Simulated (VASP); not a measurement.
# MgO (I4/mmm) in VASP: further runs

Runs on MgO. Level: r2SCAN. Tasks: single point.

All numbers are computed with VASP 6.6.1; they aren't measurements. Logs are shortened: lines on timing, memory, paths and dates and some standing lists are left out, and cuts for length are marked.

## (1) The cell of the first run

The structure is tetragonal, space group I4/mmm (No. 139). The conventional cell has a = 3.062 Å, b = 3.062 Å, c = 4.133 Å, α = 90.00°, β = 90.00°, γ = 90.00°. Mg (site symmetry 4/mmm) has 6 O at 2.07 to 2.17 Å within 2.7 Å. Within 2.7 Å of O (site symmetry 4/mmm) lie 6 Mg at 2.07 to 2.17 Å.

## (2) Single point, r2SCAN (epitaxial xy strain +3.0%)

POSCAR reads:

```
MgO
1.0
    0.0000000000      2.1652324379      2.0667334819
    2.1652324379      0.0000000000      2.0667334819
    2.1652324379      2.1652324379      0.0000000000
Mg O
1 1
Direct
    0.0000000000      0.0000000000      0.0000000000
    0.5000000000      0.5000000000      0.5000000000
```

INCAR.step1 reads:

```
SYSTEM = MgO
ALGO = Normal
EDIFF = 1E-5
ENCUT = 920
GGA = PE
GGA_COMPAT = .FALSE.
ISMEAR = 0
LASPH = .TRUE.
LCHARG = .FALSE.
LREAL = .FALSE.
LWAVE = .TRUE.
NBANDS = 15
NELM = 120
PREC = Accurate
SIGMA = 0.01
```

INCAR.step2 reads:

```
SYSTEM = MgO
ALGO = Normal
EDIFF = 1E-6
ENCUT = 920
GGA_COMPAT = .FALSE.
ISIF = 2
ISMEAR = 0
ISTART = 1
LASPH = .TRUE.
LCHARG = .FALSE.
LMIXTAU = .TRUE.
LREAL = .FALSE.
LWAVE = .FALSE.
METAGGA = R2SCAN
NBANDS = 15
NELM = 120
PREC = Accurate
SIGMA = 0.01
```

KPOINTS reads:

```
k-points
0
G
  10 10 10
  0 0 0
```

Potentials or basis: VASP PAW PBE potentials, release 64 (Mg_sv, O).

Command:

```sh
$ cat potpaw_PBE.64/Mg_sv/POTCAR potpaw_PBE.64/O/POTCAR > POTCAR
$ cp INCAR.step1 INCAR
$ mpirun -np 1 vasp_std > vasp.out
$ cp INCAR.step2 INCAR
$ mpirun -np 1 vasp_std > vasp.out
```

OUTCAR:

```text
SYSTEM = MgO
   EDIFF = 1E-6
   ENCUT = 920
   ISIF = 2
   ISMEAR = 0
   ISTART = 1
   LASPH = .TRUE.
   LREAL = .FALSE.
   METAGGA = R2SCAN
   NELM = 120
   PREC = Accurate

 ion  position               nearest neighbor table
   1  0.000  0.000  0.000-   2 2.07   2 2.07
   2  0.500  0.500  0.500-   1 2.07   1 2.07

  LATTYP: Found a body centered tetragonal cell.
 ALAT       =     3.0621010794
 C/A-ratio  =     1.3498793334

  Lattice vectors:

 A1 = (   0.0000000000,  -2.1652324379,  -2.0667334819)
 A2 = (   0.0000000000,   2.1652324379,  -2.0667334819)
 A3 = (   2.1652324379,   0.0000000000,   2.0667334819)

Analysis of symmetry for initial positions (statically):
=====================================================================
 Subroutine PRICEL returns:
 Original cell was already a primitive cell.

 Routine SETGRP: Setting up the symmetry group for a
 body centered tetragonal supercell.

 Subroutine GETGRP returns: Found 16 space group operations
 (whereof 16 operations were pure point group operations)
 out of a pool of 16 trial point group operations.

The static configuration has the point symmetry D_4h.

Analysis of symmetry for dynamics (positions and initial velocities):
=====================================================================
 Subroutine PRICEL returns:
 Original cell was already a primitive cell.

 Routine SETGRP: Setting up the symmetry group for a
 body centered tetragonal supercell.

 Subroutine GETGRP returns: Found 16 space group operations
 (whereof 16 operations were pure point group operations)
 out of a pool of 16 trial point group operations.

The dynamic configuration has the point symmetry D_4h.

 Subroutine INISYM returns: Found 16 space group operations
 (whereof 16 operations are pure point group operations),
 and found     1 'primitive' translations

----------------------------------------------------------------------------------------

                                     Primitive cell

  volume of cell :      19.3787

  direct lattice vectors                    reciprocal lattice vectors
     0.000000000  2.165232438  2.066733482    -0.230922090  0.230922090  0.241927662
     2.165232438  0.000000000  2.066733482     0.230922090 -0.230922090  0.241927662
     2.165232438  2.165232438  0.000000000     0.230922090  0.230922090 -0.241927662

  length of vectors
     2.993262233  2.993262233  3.062101079     0.406422215  0.406422215  0.406422215

  position of ions in fractional coordinates (direct lattice)
     0.000000000  0.000000000  0.000000000
     0.500000000  0.500000000  0.500000000

  ion indices of the primitive-cell ions
   primitive index   ion index
                 1           1
                 2           2

----------------------------------------------------------------------------------------

 KPOINTS: k-points

Automatic generation of k-mesh.
 Grid dimensions read from file:
 generate k-points for:   10   10   10

 Generating k-lattice:

  Cartesian coordinates                     Fractional coordinates (reciprocal lattice)
    -0.023092209  0.023092209  0.024192766     0.100000000  0.000000000  0.000000000
     0.023092209 -0.023092209  0.024192766     0.000000000  0.100000000  0.000000000
     0.023092209  0.023092209 -0.024192766    -0.000000000 -0.000000000  0.100000000

  Length of vectors
     0.040642222  0.040642222  0.040642222

  Shift w.r.t. Gamma in fractional coordinates (k-lattice)
     0.000000000  0.000000000  0.000000000

 Subroutine IBZKPT returns following result:
 ===========================================

 Found    102 irreducible k-points:

 Following reciprocal coordinates:
            Coordinates               Weight
  0.000000  0.000000  0.000000      1.000000
  0.100000 -0.000000  0.000000      8.000000
  0.200000 -0.000000  0.000000      8.000000
  0.300000 -0.000000  0.000000      8.000000
  0.400000 -0.000000  0.000000      8.000000
  0.500000 -0.000000  0.000000      4.000000
[... 16 lines left out ...]
  0.300000  0.300000  0.000000      2.000000
  0.400000  0.300000  0.000000      8.000000
 [... further k-points ...]
   k-points           NKPTS =    102   k-points in BZ     NKDIM =    102   number of bands    NBANDS=     15
   number of dos      NEDOS =    301   number of ions     NIONS =      2
   total plane-waves  NPLWV =  27000
   dimension x,y,z NGX =    30 NGY =   30 NGZ =   30
   dimension x,y,z NGXF=    60 NGYF=   60 NGZF=   60
   ions per type =               1   1
   NGX,Y,Z   is equivalent  to a cutoff of  16.66, 16.66, 16.29 a.u.
   NGXF,Y,Z  is equivalent  to a cutoff of  33.32, 33.32, 32.57 a.u.
 SYSTEM =  MgO
   PREC   = accura    normal or accurate (medium, high low for compatibility)
   ISTART =      1    job   : 0-new  1-cont  2-samecut
   ICHARG =      0    charge: 1-file 2-atom 10-const
   ISPIN  =      1    spin polarized calculation?
   LNONCOLLINEAR =      F non collinear calculations
   LSORBIT =      F    spin-orbit coupling
   LASPH  =      T    aspherical Exc in radial PAW
   ENCUT  =  920.0 eV  67.62 Ry    8.22 a.u.   7.40  7.40  7.57*2*pi/ulx,y,z
   NELM   =    120;   NELMIN=  2; NELMDL=  0     # of ELM steps
   EDIFF  = 0.1E-05   stopping-criterion for ELM
   LREAL  =      F    real-space projection
   EDIFFG = 0.1E-04   stopping-criterion for IOM
   NSW    =      0    number of steps for IOM
   IBRION =     -1    ionic relax: 0-MD 1-quasi-New 2-CG
   NFREE  =      0    steps in history (QN), initial steepest desc. (CG)
   ISIF   =      2    stress and relaxation
   ISYM   =      2    0-nonsym 1-usesym 2-fastsym
   POTIM  = 0.5000    time-step for ionic-motion
   TEBEG  =    0.0;   TEEND  =   0.0 temperature during run
   PSTRESS=    0.0 pullay stress
   NELECT =      16.0000    total number of electrons
   NUPDOWN=      -1.0000    fix difference up-down
   EMIN   =  10.00;   EMAX   =-10.00  energy-range for DOS
   EFERMI =   0.00;   METHOD = LEGACY
   ISMEAR =     0;   SIGMA  =   0.01  broadening in eV -4-tet -1-fermi 0-gaus
   EFERMI_NEDOS =   21; number of points for ismear=-14 and -15
   IALGO  =     38    algorithm
   IMIX   =      4    mixing-type and parameters
     AMIX     =   0.40;   BMIX     =  1.00
     AMIX_MAG =   1.60;   BMIX_MAG =  1.00
  volume/ion in A,a.u.               =       9.69        65.39
  Fermi-wavevector in a.u.,A,eV,Ry     =   1.535820  2.902279 32.092648  2.358743
  Thomas-Fermi vector in A             =   2.642555
   LORBIT       =      0    0 simple, 1 ext, 2 COOP (PROOUT), +10 PAW based schemes
   METAGGA = R2SCAN    functional components
   LHFCALC =     F    Hartree Fock is set to
   AEXX    =    0.0000 exact exchange contribution
   IVDW    =     0    specifies the selected vdW correction
   LEPSILON=     F    determine dielectric tensor
   LRPA    =     F    only Hartree local field effects (RPA)
 non-spin polarized calculation
 Gauss-broadening in eV      SIGMA  =   0.01
  energy-cutoff  :      920.00
  volume of cell :       19.38
 maximum number of plane-waves:      1249
 NGX is ok and might be reduce to    30
   NGX = 15   NGY = 15   NGZ = 15

 number of electron      15.9999995 magnetization

 Free energy of the ion-electron system (eV)
  ---------------------------------------------------
  ext. energy  EPLUGINS =         0.00000000
  ---------------------------------------------------
  free energy    TOTEN  =       -16.12609005 eV

  energy without entropy =      -16.12609005  energy(sigma->0) =      -16.12609005

 E-fermi :   2.3338     XC(G=0): -11.8365

 val. band max:        2.2858897032   @ k =   0.0000   0.0000   0.0000
 cond. band min:       7.5195635412   @ k =   0.0000   0.0000   0.0000
 fundamental gap:      5.2336738380
 Fermi energy:         2.3337894009

 k-point     1 :       0.0000    0.0000    0.0000
  band No.  band energies     occupation
      1     -72.8456      2.00000
      2     -37.9455      2.00000
      3     -37.9455      2.00000
      4     -37.9139      2.00000
      5     -15.7597      2.00000
      6       2.1711      2.00000
      7       2.2859      2.00000
      8       2.2859      2.00000
      9       7.5196      0.00000
     10      18.7617      0.00000
     11      18.7617      0.00000
     12      19.2405      0.00000
     13      22.9248      0.00000
     14      23.9312      0.00000
     15      25.5077      0.00000

 k-point     2 :       0.1000   -0.0000    0.0000
  band No.  band energies     occupation
      1     -72.8450      2.00000
      2     -37.9503      2.00000
      3     -37.9465      2.00000
      4     -37.9166      2.00000
      5     -15.6599      2.00000
      6       1.6259      2.00000
      7       2.1590      2.00000
      8       2.2113      2.00000
      9       8.1330      0.00000
     10      17.6681      0.00000
     11      18.9857      0.00000
     12      19.3324      0.00000
     13      23.2925      0.00000
     14      24.4548      0.00000
     15      24.7365      0.00000

 k-point     3 :       0.2000   -0.0000    0.0000
  band No.  band energies     occupation
      1     -72.8433      2.00000
      2     -37.9651      2.00000
      3     -37.9490      2.00000
      4     -37.9215      2.00000
      5     -15.3871      2.00000
      6       0.3572      2.00000
      7       2.0103      2.00000
      8       2.0227      2.00000
      9       9.3462      0.00000
     10      16.1434      0.00000
     11      19.3616      0.00000
     12      19.8919      0.00000
     13      22.7889      0.00000
     14      23.7026      0.00000
     15      25.5858      0.00000

 k-point     4 :       0.3000   -0.0000    0.0000
  band No.  band energies     occupation
      1     -72.8413      2.00000
      2     -37.9857      2.00000
      3     -37.9520      2.00000
      4     -37.9250      2.00000
      5     -15.0237      2.00000
      6      -0.9199      2.00000
      7       1.8015      2.00000
      8       1.8374      2.00000
      9      10.3433      0.00000
     10      15.4148      0.00000
     11      19.2933      0.00000
     12      20.1919      0.00000
     13      23.4869      0.00000
     14      23.8796      0.00000
     15      25.0638      0.00000
[... 307 lines left out ...]
 k-point    22 :      -0.2000    0.2000    0.0000
  band No.  band energies     occupation
      1     -72.8406      2.00000
      2     -37.9848      2.00000
      3     -37.9516      2.00000
      4     -37.9330      2.00000
      5     -14.9465      2.00000
      6      -0.6100      2.00000
      7       0.9331      2.00000
      8       1.7968      2.00000
      9      11.2852      0.00000
     10      15.2304      0.00000
     11      18.1678      0.00000
     12      20.4736      0.00000
     13      21.3714      0.00000
     14      24.5996      0.00000
     15      28.8253      0.00000

 k-point    23 :       0.3000    0.3000    0.0000
  band No.  band energies     occupation
      1     -72.8392      2.00000
      2     -37.9637      2.00000
      3     -37.9637      2.00000
      4     -37.9578      2.00000
      5     -14.7877      2.00000
      6      -0.7873      2.00000
      7       1.2565      2.00000
      8       1.2565      2.00000
      9      11.7302      0.00000
     10      13.3286      0.00000
     11      18.1267      0.00000
     12      20.7483      0.00000
     13      20.7483      0.00000
     14      26.8699      0.00000
     15      31.2387      0.00000

 k-point    24 :       0.4000    0.3000    0.0000
  band No.  band energies     occupation
      1     -72.8378      2.00000
      2     -37.9764      2.00000
      3     -37.9668      2.00000
      4     -37.9585      2.00000
      5     -14.5683      2.00000
      6      -1.1732      2.00000
      7       0.9255      2.00000
      8       1.0955      2.00000
      9      12.4820      0.00000
     10      13.0291      0.00000
     11      17.1763      0.00000
     12      20.9587      0.00000
     13      21.2448      0.00000
     14      27.7572      0.00000
     15      30.5858      0.00000

 [... further k-points ...]

------------------------ aborting loop because EDIFF is reached ----------------------------------------

  FORCE on cell =-STRESS in cart. coord.  units (eV):
  Direction    XX          YY          ZZ          XY          YZ          ZX
  --------------------------------------------------------------------------------------
  -------------------------------------------------------------------------------------
  Total       -0.9668980     -0.9668980      0.0948384      0.0000000     -0.0000000     -0.0000000
  in kB      -79.9406561    -79.9406561      7.8409994      0.0000000     -0.0000000     -0.0000000
  external PRESSURE =     -50.6801042 kB  Pullay stress =       0.0000000 kB

 VOLUME and BASIS-vectors are now :
 -----------------------------------------------------------------------------
  energy-cutoff  :      920.00
  volume of cell :       19.38
      direct lattice vectors                 reciprocal lattice vectors
     0.000000000  2.165232438  2.066733482    -0.230922090  0.230922090  0.241927662
     2.165232438  0.000000000  2.066733482     0.230922090 -0.230922090  0.241927662
     2.165232438  2.165232438  0.000000000     0.230922090  0.230922090 -0.241927662

 POSITION                                       TOTAL-FORCE (eV/Angst)
 -----------------------------------------------------------------------------------
      0.00000      0.00000      0.00000        -0.000000     -0.000000      0.000000
      2.16523      2.16523      2.06673         0.000000      0.000000     -0.000000
 -----------------------------------------------------------------------------------
    total drift:                                0.000000      0.000000      0.000000

  FREE ENERGIE OF THE ION-ELECTRON SYSTEM (eV)
  ---------------------------------------------------
  free  energy   TOTEN  =       -16.1260900530 eV

  energy  without entropy=      -16.1260900530  energy(sigma->0) =      -16.12609005
```

It took 3.3 min on 1 thread of Intel Xeon Platinum 8488C (Sapphire Rapids), shared host; peak memory 0.21 GiB.

Results:

| Quantity | Value |
| --- | --- |
| Free energy | -16.1261 eV |
| Pressure | -5.1 GPa |
| Band gap on the k mesh | 5.23 eV |

Stress tensor (GPa, compression positive):
```
-7.99  0.00  0.00
 0.00 -7.99  0.00
 0.00  0.00  0.78
```

Levels at points of the mesh, in eV from the valence-band top:
| k point | band 4 | band 5 | band 6 | band 7 | band 8 | band 9 | band 10 | band 11 | band 12 | band 13 |
| --- | --- | --- | --- | --- | --- | --- | --- | --- | --- | --- |
| (0.00, 0.00, 0.00) | -40.20 | -18.05 | -0.11 | 0.00 | 0.00 | 5.23 | 16.48 | 16.48 | 16.95 | 20.64 |
| (0.50, 0.00, 0.00) | -40.21 | -16.86 | -4.47 | -0.72 | -0.63 | 8.54 | 13.35 | 16.58 | 17.69 | 21.87 |
| (0.50, 0.50, 0.00) | -40.26 | -16.59 | -3.85 | -1.48 | -1.48 | 9.63 | 10.71 | 14.29 | 19.50 | 19.50 |
| (0.50, 0.00, 0.50) | -40.23 | -16.70 | -4.01 | -1.43 | -1.14 | 10.14 | 10.74 | 13.66 | 19.60 | 20.49 |

Caveat: the cell differs from its parent crystal (epitaxial xy strain +3.0%); the stress differs along the axes, from -8 to 1 GPa; the PAW data sets were made with another functional, which shifts forces and pressure a little.

## (3) Single point, r2SCAN (epitaxial xy strain +4.0%)

POSCAR reads:

```
MgO
1.0
    0.0000000000      2.1862541121      2.0560504775
    2.1862541121      0.0000000000      2.0560504775
    2.1862541121      2.1862541121      0.0000000000
Mg O
1 1
Direct
    0.0000000000      0.0000000000      0.0000000000
    0.5000000000      0.5000000000      0.5000000000
```

INCAR.step1 reads:

```
PREC = Accurate ; ENCUT = 920
ISMEAR = 0 ; SIGMA = 0.01
LREAL = F ; LASPH = T
NELM = 120 ; NBANDS = 15
GGA = PE ; ALGO = Normal
EDIFF = 1E-5 ; LWAVE = T
LCHARG = F ; GGA_COMPAT = F
```

INCAR.step2 reads:

```
PREC = Accurate ; ENCUT = 920
EDIFF = 1E-6 ; ISMEAR = 0
SIGMA = 0.01 ; LREAL = F
LASPH = T ; NELM = 120
ALGO = Normal ; ISIF = 2
LWAVE = F ; LCHARG = F
METAGGA = R2SCAN ; LMIXTAU = T
NBANDS = 15 ; ISTART = 1
GGA_COMPAT = F
```

KPOINTS reads:

```
Automatic mesh
0
Gamma
  10 10 10
```

Potentials or basis: VASP PAW PBE potentials, release 64 (Mg_sv, O).

Command:

```sh
$ cat potpaw_PBE.64/Mg_sv/POTCAR potpaw_PBE.64/O/POTCAR > POTCAR
$ cp INCAR.step1 INCAR
$ mpirun -np 1 vasp_std > vasp.out
$ cp INCAR.step2 INCAR
$ mpirun -np 1 vasp_std > vasp.out
```

Wall time 1.8 min (1 thread of Intel Xeon 6975P-C (Granite Rapids), shared host); peak memory 0.21 GiB.

It converged, with:

- Free energy: -16.1039 eV
- Pressure: -6.7 GPa
- Band gap on the k mesh: 5.08 eV

Stress tensor (GPa, compression positive):
```
-10.42   0.00   0.00
  0.00 -10.42   0.00
  0.00   0.00   0.78
```

Levels at points of the mesh, in eV from the valence-band top:
| k point | band 5 | band 6 | band 7 | band 8 | band 9 | band 10 | band 11 | band 12 |
| --- | --- | --- | --- | --- | --- | --- | --- | --- |
| (0.00, 0.00, 0.00) | -17.99 | -0.16 | 0.00 | 0.00 | 5.08 | 16.35 | 16.35 | 16.97 |
| (0.50, 0.00, 0.00) | -16.84 | -4.42 | -0.73 | -0.62 | 8.43 | 13.17 | 16.28 | 17.74 |
| (0.50, 0.50, 0.00) | -16.55 | -3.78 | -1.51 | -1.51 | 9.50 | 10.57 | 14.25 | 19.16 |
| (0.50, 0.00, 0.50) | -16.70 | -3.98 | -1.44 | -1.07 | 10.17 | 10.59 | 13.43 | 19.30 |

Caveat: the cell differs from its parent crystal (epitaxial xy strain +4.0%); the stress differs along the axes, from -10 to 1 GPa; the PAW data sets were made with another functional, which shifts forces and pressure a little.
